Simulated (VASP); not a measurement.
A run of VASP 6.6.1 is set up as follows.

INCAR

```
  ALGO = Normal
  EDIFF = 1E-6
  ENCUT = 500
  GGA_COMPAT = False
  ISIF = 2
  ISMEAR = 0
  LASPH = True
  LCHARG = False
  LREAL = False
  LWAVE = False
  NBANDS = 14
  NELM = 120
  PREC = Accurate
  SIGMA = 0.1
```

File KPOINTS:

```
k-points
0
Gamma
  9 9 4
```

POSCAR

```
TiAl
1.0
    2.8672622327      0.0000000000      0.0000000000
   -1.4336311163      2.4831219328      0.0000000000
    0.0000000000      0.0000000000      4.6780830000
Ti Al
1 1
Direct
    0.0000000000      0.0000000000      0.0000000000
    0.3333333300      0.6666666700      0.5000000000
```

Potentials or basis: VASP PAW LDA potentials, release 64 (Ti_sv, Al).

The run is started by

```bash
$ cat potpaw_LDA.64/Ti_sv/POTCAR potpaw_LDA.64/Al/POTCAR > POTCAR
$ mpirun -np 1 vasp_std > vasp.out
```

Problem. Predict the pressure.

Solution. -6.0 GPa.

Problem. Estimate the band gap on the k mesh.

Solution. Zero (an odd number of electrons rules out a gap without spin polarisation).

Stress tensor (GPa, compression positive):
```
-5.88  0.00  0.00
 0.00 -5.88  0.00
 0.00  0.00 -6.23
```

Caveat: the cell stands under tension.
